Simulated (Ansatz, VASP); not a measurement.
One calculation of H, two programs

```
CELL_PARAMETERS angstrom
9.00000 0.00000 0.00000
0.00000 9.50000 0.00000
0.00000 0.00000 10.00000
ATOMIC_POSITIONS crystal
H 0.50000 0.50000 0.46293
H 0.50000 0.50000 0.53707
```

Alike in both runs: functional r2SCAN; k mesh 1 × 1 × 1; no spin polarisation.

Ansatz relaxed the structure, and its values are those at the end. VASP's run is a single point on that final structure, the one shown.

```csv
,VASP,Ansatz
version,VASP 6.6.1,Ansatz 0.2.0
potentials or method,"VASP PAW PBE potentials, release 64 (H), cutoff 520 eV","plane waves, PAW"
occupations,"methfessel-paxton of order 1, width 0.05 eV","cold, width 0.05 eV"
valence electrons in the cell,2,2
```

```csv
,VASP,Ansatz,Ansatz less VASP
rms of the force components (eV/Å),0.008,0.004,-0.0044
```

VASP's potentials were made for PBE, not for r2SCAN.
